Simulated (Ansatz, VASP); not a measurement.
Ag: VASP beside Ansatz

POSCAR

```
Ag
1.0
    2.9299980804      0.0000000000      0.0000000000
   -1.4649990402      2.4993909791      0.0000000000
    0.0000000000      0.0000000000      4.7900000000
Ag
2
Direct
    0.3333333333      0.6666666667      0.2500000000
    0.6666666667      0.3333333333      0.7500000000
```

File INCAR.step1:

```
SYSTEM = Ag
  PREC = Accurate
  ENCUT = 520
  ISMEAR = 0
  SIGMA = 0.15
  LREAL = .FALSE.
  LASPH = .TRUE.
  NELM = 80
  NBANDS = 18
  GGA = PE
  ALGO = Normal
  EDIFF = 1E-4
  LWAVE = .TRUE.
  LCHARG = .FALSE.
```

Contents of INCAR.step2:

```
SYSTEM = Ag
  PREC = Accurate
  ENCUT = 520
  EDIFF = 1E-6
  ISMEAR = 0
  SIGMA = 0.15
  LREAL = .FALSE.
  LASPH = .TRUE.
  NELM = 80
  ALGO = Normal
  ISIF = 2
  LWAVE = .FALSE.
  LCHARG = .FALSE.
  METAGGA = R2SCAN
  LMIXTAU = .TRUE.
  NBANDS = 18
  ISTART = 1
```

Contents of KPOINTS:

```
Automatic mesh
0
G
  18 18 10
  0 0 0
```

Input for Ansatz:

```yaml
crystal:
  lattice:
    - [2.9299980804, 0.0, 0.0]
    - [-1.4649990402, 2.4993909791, 0.0]
    - [0.0, 0.0, 4.79]
  atoms:
    - { symbol: Ag, position: [0.3333333333, 0.6666666667, 0.25] }
    - { symbol: Ag, position: [0.6666666667, 0.3333333333, 0.75] }
basis:
  ecutwfc: 500
kpoints:
  mp_grid: { grid: [18, 18, 10] }
hamiltonian:
  xc: r2scan
scf:
  occupations: { method: gaussian, width: 0.15 }
output:
  forces: true
  stress: true
  eigenvalues: true
```

Change from the starting cell: strain -0.0150 x Voigt [0, 1, 0, 0, 0, 0], atoms carried along.

Alike in both runs: task single point; functional r2SCAN; k mesh 18 × 18 × 10; occupations gaussian, width 0.15 eV; no spin polarisation.

|  | VASP | Ansatz |
| --- | --- | --- |
| version | VASP 6.6.1 | Ansatz 0.2.0 |
| potentials or method | VASP PAW PBE potentials, release 64 (Ag), cutoff 520 eV | scalar-relativistic, plane waves, PAW |
| valence electrons in the cell | 22 | 38 |

VASP gave:

```
gap on the k mesh at the Fermi level (eV)                     : none
pressure (GPa)                                                : -1.0
traceless stress, the component that is largest in VASP (GPa) : 0.61
rms of the force components (eV/Å)                            : 0.008
```

**Question.** Estimate Ansatz's values.

**Answer.** gap on the k mesh at the Fermi level (eV): none; pressure (GPa): -1.2; traceless stress, the component that is largest in VASP (GPa): 0.60; rms of the force components (eV/Å): 0.009.

VASP's potentials were made for PBE, not for r2SCAN. Atom by atom the forces differ by 0.000 eV/Å (rms over components). A gap of «none» marks a metal or a gap that the smearing closes. VASP's potentials hold 22 valence electrons a cell and Ansatz's 38, so a difference there can come from the potentials and not from the codes.
